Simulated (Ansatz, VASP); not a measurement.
## GaP: VASP beside Ansatz

Contents of INCAR:

```
SYSTEM = GaP
ALGO = Normal
EDIFF = 1E-7
EDIFFG = -0.002
ENCUT = 500
GGA = PE
GGA_COMPAT = .False.
IBRION = 2
ISIF = 3
ISMEAR = 0
IVDW = 12
LASPH = .True.
LCHARG = .False.
LREAL = .False.
LWAVE = .False.
NELM = 120
NELMIN = 4
NSW = 100
PREC = Accurate
SIGMA = 0.02
```

Contents of KPOINTS:

```
k-points
0
Gamma
  10 10 10
  0 0 0
```

File POSCAR:

```
GaP
1.0
    0.0000000000      2.7200000000      2.7200000000
    2.7200000000      0.0000000000      2.7200000000
    2.7200000000      2.7200000000      0.0000000000
Ga P
1 1
Direct
    0.0000000000      0.0000000000      0.0000000000
    0.2500000000      0.2500000000      0.2500000000
```

Input for Ansatz:

```yaml
crystal:
  lattice:
    - [0.0, 2.72, 2.72]
    - [2.72, 0.0, 2.72]
    - [2.72, 2.72, 0.0]
  atoms:
    - { symbol: Ga, position: [0.0, 0.0, 0.0] }
    - { symbol: P, position: [0.25, 0.25, 0.25] }
basis:
  ecutwfc: 420
kpoints:
  mp_grid: { grid: [10, 10, 10] }
hamiltonian:
  xc: pbe
  dispersion: d3bj
  pseudopotentials: { kind: paw, azcp: { folder: soft_1 } }
scf:
  occupations: { method: gaussian, width: 0.02 }
output:
  forces: true
  stress: true
  eigenvalues: true
  write_density: true
  write_potential: true
  elf: true
  volumetric_format: npy
relax:
  adjacent_minimum: "off"
  f_tol: 0.002
  max_steps: 80
  cell: { stress_tol: 0.02 }
```

Alike in both runs: task relaxation of cell and atoms; functional PBE; dispersion D3(BJ); k mesh 10 × 10 × 10; occupations gaussian, width 0.02 eV; no spin polarisation.

|  | VASP | Ansatz |
| --- | --- | --- |
| version | VASP 6.6.1 | Ansatz 0.2.0 |
| potentials or method | VASP PAW PBE potentials, release 64 (Ga_d, P), cutoff 500 eV | scalar-relativistic, plane waves, PAW |
| valence electrons in the cell | 18 | 18 |

```tsv
	VASP	Ansatz	Ansatz less VASP
gap on the k mesh at the Fermi level, each at its own relaxed structure (eV)	1.60	1.60	+0.002
relaxed volume (Å³/atom)	20.18	20.19	+0.014
relaxed cell length with the largest relative difference (Å)	3.850	3.851	+0.0009
```
